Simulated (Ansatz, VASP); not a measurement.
# PbS in VASP and in Ansatz

```xyz
2
Lattice="0.0000 2.9657 2.9657 2.9657 0.0000 2.9657 2.9657 2.9657 0.0000" Properties=species:S:1:pos:R:3 pbc="T T T"
Pb    0.0000    0.0000    0.0000
S     2.9657    2.9657    2.9657
```

Alike in both runs: task single point; functional PBE; k mesh 8 × 8 × 8; occupations gaussian, width 0.024 eV; no spin polarisation.

```csv
,VASP,Ansatz
version,VASP 6.6.1,Ansatz 0.2.0
potentials or method,"VASP PAW PBE potentials, release 64 (Pb_d, S)",Ansatz PAW
plane-wave cutoff (eV),520,420
valence electrons in the cell,20,20
```

|  | VASP | Ansatz | Ansatz less VASP |
| --- | --- | --- | --- |
| gap on the k mesh at the Fermi level (eV) | 0.36 | 0.36 | -0.007 |
| least direct gap on the mesh (eV) | 0.36 | 0.36 | -0.007 |
| pressure (GPa) | 2.2 | 2.2 | +0.07 |

Neither program's run includes spin-orbit coupling.
